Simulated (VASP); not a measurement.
# SiO2 (I-42d) in VASP: single point with PBE

Aim: the single point of SiO2 with PBE.

Program: VASP 6.6.1. These are calculated values, not measurements. Logs are shortened: lines on timing, memory, paths and dates and some standing lists are left out, and cuts for length are marked.

**1. The cell of the first run**

It takes space group I-42d (No. 122, tetragonal). The conventional cell has a = 4.748 Å, b = 4.748 Å, c = 7.488 Å, α = 90.00°, β = 90.00°, γ = 90.00°. Within 2.2 Å of Si (site symmetry -4) lie 4 O at 1.63 Å. Within 2.2 Å of O (site symmetry 2) lie 2 Si at 1.63 Å.

**2. Single point, PBE**

INCAR

```
SYSTEM = SiO2
  ALGO = Normal
  EDIFF = 1E-7
  ENCUT = 520
  GGA = PE
  ISIF = 2
  ISMEAR = -1
  LASPH = .TRUE.
  LCHARG = .FALSE.
  LREAL = .FALSE.
  LWAVE = .FALSE.
  NBANDS = 25
  NELM = 60
  PREC = Accurate
  SIGMA = 0.02
```

KPOINTS

```
k-points
0
G
  6 6 6
  0 0 0
```

POSCAR

```
SiO2
1.0
   -2.3740500000      2.3740500000      3.7440000000
    2.3740500000     -2.3740500000      3.7440000000
    2.3740500000      2.3740500000     -3.7440000000
Si O
2 4
Direct
    0.0000000000      0.0000000000      0.0000000000
    0.7500000000      0.2500000000      0.5000000000
    1.0014241066      0.6250000000      0.8764241066
    0.3750000000      0.2514241066      0.3764241066
    0.7485758934      0.1250000000      0.1235758934
    0.8750000000     -0.0014241066      0.6235758934
```

Potentials or basis: VASP PAW PBE potentials, release 64 (Si, O).

Run with:

```bash
> cat potpaw_PBE.64/Si/POTCAR potpaw_PBE.64/O/POTCAR > POTCAR
> mpirun -np 1 vasp_std > vasp.out
```

OUTCAR:

```text
SYSTEM = SiO2
   EDIFF = 1E-7
   ENCUT = 520
   GGA = PE
   ISIF = 2
   ISMEAR = -1
   LASPH = .TRUE.
   LREAL = .FALSE.
   NELM = 60
   PREC = Accurate

 ion  position               nearest neighbor table
   1  0.000  0.000  0.000-   3 1.63   5 1.63   6 1.63   4 1.63   2 3.02   2 3.02   2 3.02   2 3.02

   2  0.750  0.250  0.500-   4 1.63   5 1.63   6 1.63   3 1.63   1 3.02   1 3.02   1 3.02   1 3.02

   3  0.001  0.625  0.876-   1 1.63   2 1.63
   4  0.375  0.251  0.376-   2 1.63   1 1.63
   5  0.749  0.125  0.124-   1 1.63   2 1.63
   6  0.875  0.999  0.624-   1 1.63   2 1.63

  LATTYP: Found a body centered tetragonal cell.
 ALAT       =     4.7481000000
 C/A-ratio  =     1.5770518734

  Lattice vectors:

 A1 = (  -2.3740500000,   2.3740500000,   3.7440000000)
 A2 = (   2.3740500000,  -2.3740500000,   3.7440000000)
 A3 = (   2.3740500000,   2.3740500000,  -3.7440000000)

Analysis of symmetry for initial positions (statically):
=====================================================================
 Subroutine PRICEL returns:
 Original cell was already a primitive cell.

 Routine SETGRP: Setting up the symmetry group for a
 body centered tetragonal supercell.

 Subroutine GETGRP returns: Found  8 space group operations
 (whereof  4 operations were pure point group operations)
 out of a pool of 16 trial point group operations.

The static configuration has the point symmetry S_4 .
 The point group associated with its full space group is D_2d.

Analysis of symmetry for dynamics (positions and initial velocities):
=====================================================================
 Subroutine PRICEL returns:
 Original cell was already a primitive cell.

 Routine SETGRP: Setting up the symmetry group for a
 body centered tetragonal supercell.

 Subroutine GETGRP returns: Found  8 space group operations
 (whereof  4 operations were pure point group operations)
 out of a pool of 16 trial point group operations.

The dynamic configuration has the point symmetry S_4 .
 The point group associated with its full space group is D_2d.

 Subroutine INISYM returns: Found  8 space group operations
 (whereof  4 operations are pure point group operations),
 and found     1 'primitive' translations

----------------------------------------------------------------------------------------

                                     Primitive cell

  volume of cell :      84.4064

  direct lattice vectors                    reciprocal lattice vectors
    -2.374050000  2.374050000  3.744000000     0.000000000  0.210610560  0.133547009
     2.374050000 -2.374050000  3.744000000     0.210610560  0.000000000  0.133547009
     2.374050000  2.374050000 -3.744000000     0.210610560  0.210610560  0.000000000

  length of vectors
     5.028892801  5.028892801  5.028892801     0.249382460  0.249382460  0.297848310

  position of ions in fractional coordinates (direct lattice)
     0.000000000  0.000000000  0.000000000
     0.750000000  0.250000000  0.500000000
     0.001424107  0.625000000  0.876424107
     0.375000000  0.251424107  0.376424107
     0.748575893  0.125000000  0.123575893
     0.875000000  0.998575893  0.623575893

  ion indices of the primitive-cell ions
   primitive index   ion index
                 1           1
                 2           2
                 3           3
                 4           4
                 5           5
                 6           6

----------------------------------------------------------------------------------------

 KPOINTS: k-points

Automatic generation of k-mesh.
 Grid dimensions read from file:
 generate k-points for:    6    6    6

 Generating k-lattice:

  Cartesian coordinates                     Fractional coordinates (reciprocal lattice)
     0.000000000  0.035101760  0.022257835     0.166666667  0.000000000  0.000000000
     0.035101760  0.000000000  0.022257835     0.000000000  0.166666667  0.000000000
     0.035101760  0.035101760  0.000000000     0.000000000  0.000000000  0.166666667

  Length of vectors
     0.041563743  0.041563743  0.049641385

  Shift w.r.t. Gamma in fractional coordinates (k-lattice)
     0.000000000  0.000000000  0.000000000

 Subroutine IBZKPT returns following result:
 ===========================================

 Found     30 irreducible k-points:

 Following reciprocal coordinates:
            Coordinates               Weight
  0.000000  0.000000  0.000000      1.000000
  0.166667  0.000000  0.000000      8.000000
  0.333333 -0.000000  0.000000      8.000000
  0.500000  0.000000  0.000000      4.000000
  0.166667  0.166667  0.000000      8.000000
  0.333333  0.166667  0.000000     16.000000
[... 16 lines left out ...]
 -0.333333 -0.333333  0.166667      8.000000
 -0.166667 -0.333333  0.166667      8.000000
 [... further k-points ...]
   k-points           NKPTS =     30   k-points in BZ     NKDIM =     30   number of bands    NBANDS=     25
   number of dos      NEDOS =    301   number of ions     NIONS =      6
   total plane-waves  NPLWV =  64000
   dimension x,y,z NGX =    40 NGY =   40 NGZ =   40
   dimension x,y,z NGXF=    80 NGYF=   80 NGZF=   80
   ions per type =               2   4
   NGX,Y,Z   is equivalent  to a cutoff of  13.22, 13.22, 13.22 a.u.
   NGXF,Y,Z  is equivalent  to a cutoff of  26.45, 26.45, 26.45 a.u.
 SYSTEM =  SiO2
   PREC   = accura    normal or accurate (medium, high low for compatibility)
   ISTART =      0    job   : 0-new  1-cont  2-samecut
   ICHARG =      2    charge: 1-file 2-atom 10-const
   ISPIN  =      1    spin polarized calculation?
   LNONCOLLINEAR =      F non collinear calculations
   LSORBIT =      F    spin-orbit coupling
   LASPH  =      T    aspherical Exc in radial PAW
   ENCUT  =  520.0 eV  38.22 Ry    6.18 a.u.   9.35  9.35  9.35*2*pi/ulx,y,z
   NELM   =     60;   NELMIN=  2; NELMDL= -5     # of ELM steps
   EDIFF  = 0.1E-06   stopping-criterion for ELM
   LREAL  =      F    real-space projection
   EDIFFG = 0.1E-05   stopping-criterion for IOM
   NSW    =      0    number of steps for IOM
   IBRION =     -1    ionic relax: 0-MD 1-quasi-New 2-CG
   NFREE  =      0    steps in history (QN), initial steepest desc. (CG)
   ISIF   =      2    stress and relaxation
   ISYM   =      2    0-nonsym 1-usesym 2-fastsym
   POTIM  = 0.5000    time-step for ionic-motion
   TEBEG  =    0.0;   TEEND  =   0.0 temperature during run
   PSTRESS=    0.0 pullay stress
   NELECT =      32.0000    total number of electrons
   NUPDOWN=      -1.0000    fix difference up-down
   EMIN   =  10.00;   EMAX   =-10.00  energy-range for DOS
   EFERMI =   0.00;   METHOD = LEGACY
   ISMEAR =    -1;   SIGMA  =   0.02  broadening in eV -4-tet -1-fermi 0-gaus
   EFERMI_NEDOS =   21; number of points for ismear=-14 and -15
   IALGO  =     38    algorithm
   IMIX   =      4    mixing-type and parameters
     AMIX     =   0.40;   BMIX     =  1.00
     AMIX_MAG =   1.60;   BMIX_MAG =  1.00
  volume/ion in A,a.u.               =      14.07        94.93
  Fermi-wavevector in a.u.,A,eV,Ry     =   1.184858  2.239057 19.101062  1.403888
  Thomas-Fermi vector in A             =   2.321064
   LORBIT       =      0    0 simple, 1 ext, 2 COOP (PROOUT), +10 PAW based schemes
   GGA     = PE    functional components
   LHFCALC =     F    Hartree Fock is set to
   AEXX    =    0.0000 exact exchange contribution
   IVDW    =     0    specifies the selected vdW correction
   LEPSILON=     F    determine dielectric tensor
   LRPA    =     F    only Hartree local field effects (RPA)
 non-spin polarized calculation
  energy-cutoff  :      520.00
  volume of cell :       84.41
 maximum number of plane-waves:      2317
 NGX is ok and might be reduce to    40
   NGX = 19   NGY = 19   NGZ = 19

 number of electron      32.0000013 magnetization

 Free energy of the ion-electron system (eV)
  ---------------------------------------------------
  ext. energy  EPLUGINS =         0.00000000
  ---------------------------------------------------
  free energy    TOTEN  =       -47.39476497 eV

  energy without entropy =      -47.39476497  energy(sigma->0) =      -47.39476497

 E-fermi :   0.2679     XC(G=0):  -8.5643

 val. band max:       -0.1385069774   @ k =   0.0000   0.0000   0.0000
 cond. band min:       5.8722096962   @ k =   0.0000   0.0000   0.0000
 fundamental gap:      6.0107166736
 Fermi energy:         0.2679398498

 k-point     1 :       0.0000    0.0000    0.0000
  band No.  band energies     occupation
      1     -19.1835      2.00000
      2     -17.0798      2.00000
      3     -17.0734      2.00000
      4     -17.0734      2.00000
      5      -8.8463      2.00000
      6      -5.3490      2.00000
[... 17 lines left out ...]
     24      13.6815      0.00000
     25      14.0085      0.00000

 k-point     2 :       0.1667    0.0000    0.0000
  band No.  band energies     occupation
      1     -19.0968      2.00000
      2     -17.2149      2.00000
      3     -17.0916      2.00000
      4     -17.0713      2.00000
      5      -8.6538      2.00000
      6      -5.4315      2.00000
[... 17 lines left out ...]
     24      13.2800      0.00000
     25      13.8119      0.00000

 k-point     3 :       0.3333   -0.0000    0.0000
  band No.  band energies     occupation
      1     -18.8774      2.00000
      2     -17.5347      2.00000
      3     -17.1063      2.00000
      4     -17.0821      2.00000
      5      -8.2128      2.00000
      6      -5.6842      2.00000
[... 552 lines left out ...]
 k-point    23 :      -0.3333   -0.3333    0.1667
  band No.  band energies     occupation
      1     -18.6772      2.00000
      2     -17.7923      2.00000
      3     -17.1126      2.00000
      4     -17.1046      2.00000
      5      -7.7269      2.00000
      6      -6.0523      2.00000
[... 17 lines left out ...]
     24      13.2350      0.00000
     25      13.8126      0.00000

 k-point    24 :      -0.1667   -0.3333    0.1667
  band No.  band energies     occupation
      1     -18.8886      2.00000
      2     -17.5270      2.00000
      3     -17.0982      2.00000
      4     -17.0903      2.00000
      5      -8.1609      2.00000
      6      -5.6423      2.00000
[... 17 lines left out ...]
     24      13.3590      0.00000
     25      13.9104      0.00000

 [... further k-points ...]

------------------------ aborting loop because EDIFF is reached ----------------------------------------

  FORCE on cell =-STRESS in cart. coord.  units (eV):
  Direction    XX          YY          ZZ          XY          YZ          ZX
  --------------------------------------------------------------------------------------
  -------------------------------------------------------------------------------------
  Total        1.4935929      1.4935929      0.6158827      0.0000000      0.0000000      0.0000000
  in kB       28.3509282     28.3509282     11.6904992      0.0000000      0.0000000      0.0000000
  external PRESSURE =      22.7974519 kB  Pullay stress =       0.0000000 kB

 VOLUME and BASIS-vectors are now :
 -----------------------------------------------------------------------------
  energy-cutoff  :      520.00
  volume of cell :       84.41
      direct lattice vectors                 reciprocal lattice vectors
    -2.374050000  2.374050000  3.744000000     0.000000000  0.210610560  0.133547009
     2.374050000 -2.374050000  3.744000000     0.210610560  0.000000000  0.133547009
     2.374050000  2.374050000 -3.744000000     0.210610560  0.210610560  0.000000000

 POSITION                                       TOTAL-FORCE (eV/Angst)
 -----------------------------------------------------------------------------------
      0.00000      0.00000      0.00000         0.000000      0.000000      0.000000
      0.00000      2.37405      1.87200         0.000000      0.000000     -0.000000
      3.56107      0.60027     -0.93600         0.000000      0.000036      0.000000
      0.60027      1.18702      0.93600         0.000036      0.000000      0.000000
     -1.18702      1.77378      2.80800         0.000000     -0.000036      0.000000
      1.77378      1.18702      4.68000        -0.000036     -0.000000      0.000000
 -----------------------------------------------------------------------------------
    total drift:                                0.000003      0.000003      0.000003

  FREE ENERGIE OF THE ION-ELECTRON SYSTEM (eV)
  ---------------------------------------------------
  free  energy   TOTEN  =       -47.3947649704 eV

  energy  without entropy=      -47.3947649704  energy(sigma->0) =      -47.39476497
```

Run time: 75 s. Hardware: 1 thread of AMD EPYC 7R43 (Zen 3), shared host; peak memory 0.2 GiB.

What came out:

```yaml
Free_energy: -47.3948 eV
Pressure: 2.3 GPa
Band_gap_on_the_k_mesh: 6.01 eV, direct
```

A k mesh can miss the band edges. Expect the measured gap to be larger: semilocal functionals such as PBE lack the derivative discontinuity.
